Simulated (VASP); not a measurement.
A run of VASP 6.6.1 is set up as follows.

The input INCAR:

```
ALGO     = Normal         # electronic algorithm
EDIFF    = 1E-6           # SCF threshold, eV
ENCUT    = 520            # plane-wave cutoff, eV
GGA      = PE             # functional
ISIF     = 2              # what is computed and relaxed
ISMEAR   = -1             # smearing method
LASPH    = True           # aspherical terms in the spheres
LCHARG   = True           # write CHGCAR
LELF     = True           # ELF
LREAL    = False          # projectors in reciprocal space
LVHAR    = True         
LWAVE    = False          # write WAVECAR
NBANDS   = 20             # bands
NELM     = 80             # most SCF steps
PREC     = Accurate       # precision mode
SIGMA    = 0.05           # smearing width, eV
```

File KPOINTS:

```
k-points
0
Gamma
  10 10 10
```

The input POSCAR:

```
WS2
1.0
    1.5576595461      0.8993151583      6.0800348339
   -1.5576595461      0.8993151583      6.0800348339
    0.0000000000     -1.7986303165      6.0800348339
W S
1 2
Direct
    0.0000000000      0.0000000000      0.0000000000
    0.5810000000      0.5810000000      0.5810000000
    0.7503000000      0.7503000000      0.7503000000
```

Potentials or basis: VASP PAW PBE potentials, release 64 (W_sv, S).

Command:

```bash
$ cat potpaw_PBE.64/W_sv/POTCAR potpaw_PBE.64/S/POTCAR > POTCAR
$ mpirun -np 1 vasp_std > vasp.out
```

Q: Estimate the largest force.

A: 1.315 eV/Å.

Q: Estimate the band gap on the k mesh.

A: 1.03 eV (least direct gap 2.36 eV).

Q: Estimate the pressure.

A: 12.4 GPa.

Stress tensor (GPa, compression positive):
```
11.99  0.00  0.00
 0.00 11.99  0.00
 0.00  0.00 13.16
```

Caveat: the cell stands under pressure; spin-orbit coupling is left out, which moves the levels of the heavy elements; forces of over 1 eV/Å act on the atoms, so gaps and moduli don't describe the material at rest. A k mesh can miss the band edges.
